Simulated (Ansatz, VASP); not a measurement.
## Two plane-wave programs on Al3B2Sb

Contents of INCAR:

```
SYSTEM = Al3B2Sb
PREC = Accurate ; ENCUT = 600
EDIFF = 1E-6 ; ISMEAR = 0
SIGMA = 0.2 ; LREAL = .FALSE.
LASPH = .TRUE. ; NELM = 60
ALGO = Normal ; ISIF = 3
LWAVE = .FALSE. ; LCHARG = .FALSE.
GGA = PE ; IBRION = 2
NSW = 36 ; EDIFFG = -0.08
```

File KPOINTS:

```
Automatic mesh
0
G
  4 4 5
  0 0 0
```

The input POSCAR:

```
Al3B2Sb
1.0
    5.5036287200      0.0000000000      0.0000000000
   -2.7518143600      4.7662822900      0.0000000000
    0.0000000000      0.0000000000      3.4438708600
Al B Sb
3 2 1
Direct
    0.5000000000      0.0000000000      0.5000000000
    0.5000000000      0.5000000000      0.5000000000
    0.0000000000      0.5000000000      0.5000000000
    0.3333333300      0.6666666700      0.0000000000
    0.6666666700      0.3333333300      0.0000000000
    0.0000000000      0.0000000000      0.0000000000
```

Input for Ansatz:

```yaml
crystal:
  lattice:
    - [5.50362872, 0.0, 0.0]
    - [-2.75181436, 4.76628229, 0.0]
    - [0.0, 0.0, 3.44387086]
  atoms:
    - { symbol: Al, position: [0.5, 0.0, 0.5] }
    - { symbol: Al, position: [0.5, 0.5, 0.5] }
    - { symbol: Al, position: [0.0, 0.5, 0.5] }
    - { symbol: B, position: [0.33333333, 0.66666667, 0.0] }
    - { symbol: B, position: [0.66666667, 0.33333333, 0.0] }
    - { symbol: Sb, position: [0.0, 0.0, 0.0] }
basis:
  ecutwfc: 420
kpoints:
  mp_grid: { grid: [4, 4, 5] }
hamiltonian:
  xc: pbe
scf:
  occupations: { method: gaussian, width: 0.2 }
  lower_state_search: "off"
output:
  forces: true
  stress: true
  eigenvalues: true
relax:
  adjacent_minimum: "off"
  f_tol: 0.08
  max_steps: 16
  cell: { stress_tol: 0.8 }
```

Change from the starting cell: species swapped into the ZrCo3B2 type (P6/mmm, No. 191).

Alike in both runs: task relaxation of cell and atoms; functional PBE; k mesh 4 × 4 × 5; occupations gaussian, width 0.2 eV; no spin polarisation.

```csv
,VASP,Ansatz
version,VASP 6.6.1,Ansatz 0.2.0
potentials or method,"VASP PAW PBE potentials, release 64 (Al, B, Sb), cutoff 600 eV","scalar-relativistic, plane waves, PAW"
valence electrons in the cell,20,30
```

|  | VASP | Ansatz | Ansatz less VASP |
| --- | --- | --- | --- |
| gap on the k mesh at the Fermi level, each at its own relaxed structure (eV) | none | none | - |
| relaxed volume (Å³/atom) | 14.49 | 14.58 | +0.092 |
| relaxed cell length with the largest relative difference (Å) | 5.510 | 5.531 | +0.0214 |

A gap of «none» marks a metal or a gap that the smearing closes. VASP's potentials hold 20 valence electrons a cell and Ansatz's 30, so a difference there can come from the potentials and not from the codes.

The k mesh is coarse, so the values compare programs but aren't converged. Spin-orbit coupling is off throughout. Noted on VASP's run: too few bands were computed for a metal, which touches its energy and stress.
